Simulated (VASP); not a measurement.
Input of a VASP 6.6.1 run:

Contents of INCAR:

```
PREC = Accurate ; ENCUT = 520
EDIFF = 1E-6 ; ISMEAR = 0
SIGMA = 0.1 ; LREAL = F
LASPH = T ; NELM = 100
ALGO = Normal ; ISIF = 2
LWAVE = F ; LCHARG = T
GGA = PE ; LELF = T
LVHAR = T ; NBANDS = 34
```

Contents of KPOINTS:

```
regular mesh
0
Gamma
  3 3 4
```

File POSCAR:

```
SiBiS
1.0
    5.1368771796      0.0000000024      0.0000000000
   -2.5684385918      4.4486661324      0.0000000000
    0.0000000000      0.0000000000      5.5934393734
Si Bi S
2 2 2
Direct
    0.3333333333      0.6666666667      0.7500000000
    0.6666666667      0.3333333333      0.2500000000
    0.3333333333      0.6666666667      0.2500000000
    0.6666666667      0.3333333333      0.7500000000
    0.0000000000      0.0000000000      0.0000000000
    0.0000000000      0.0000000000      0.5000000000
```

Potentials or basis: VASP PAW PBE potentials, release 64 (Si, Bi_d, S).

Launch:

```sh
$ cat potpaw_PBE.64/Si/POTCAR potpaw_PBE.64/Bi_d/POTCAR potpaw_PBE.64/S/POTCAR > POTCAR
$ mpirun -np 1 vasp_std > vasp.out
```

Problem. Predict the pressure.

Solution. 0.2 GPa.

Problem. What does it give for the band gap on the k mesh?

Solution. Zero (band 25 reaches 8.17 eV, above the bottom of band 26 at 5.26 eV).

Stress tensor (GPa, compression positive):
```
 0.25  0.00  0.00
 0.00  0.25  0.00
 0.00  0.00 -0.03
```

Caveat: the k points lie up to 0.47 Å⁻¹ apart; spin-orbit coupling is left out, which moves the levels of the heavy elements.
